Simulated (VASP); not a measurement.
SiNi2, 6 atoms in the cell. Symmetry: P6_3/mmc, No. 194, hexagonal system. Conventional cell: a = 3.982 Å, b = 3.982 Å, c = 5.104 Å, α = 90.00°, β = 90.00°, γ = 120.00°. Si (site symmetry -6m2) has 11 Ni at 2.30 to 2.63 Å within 3.0 Å. Within 3.4 Å of Ni (site symmetry -3m) lie 8 Ni at 2.55 to 2.63 Å and 6 Si at 2.63 Å. Within 3.0 Å of Ni (site symmetry -6m2) lie 5 Si at 2.30 to 2.55 Å and 6 Ni at 2.63 Å. 

* Program: VASP 6.6.1
* Task: relaxation of shape and atoms at fixed volume
* Functional: PBEsol
* Potentials or basis: VASP PAW PBE potentials, release 64 (Si, Ni)
* Cutoff: 600 eV
* k mesh: 12 × 12 × 8
* Occupations: gaussian, width 0.1 eV
* Spin: no spin polarisation
* Dipole correction: no
* Further INCAR settings: ALGO = Fast; EDIFF = 1e-06; IBRION = 2; EDIFFG = -0.01; NSW = 50; ISIF = 4

Potentials or basis: VASP PAW PBE potentials, release 64 (Si, Ni).

Run with:

```console
$ cat potpaw_PBE.64/Si/POTCAR potpaw_PBE.64/Ni/POTCAR > POTCAR
$ mpirun -np 1 vasp_std > vasp.out
```

Hardware: 1 thread of Oxide Virtual Turin-like Processor (shared host).

Q: How long does it take, and how much memory?

A: Wall time 7.3 min on 1 thread of Oxide Virtual Turin-like Processor, with other jobs on the host, peak memory 0.3 GiB. Counts: scf iterations 33, k points 95, ion steps 3.
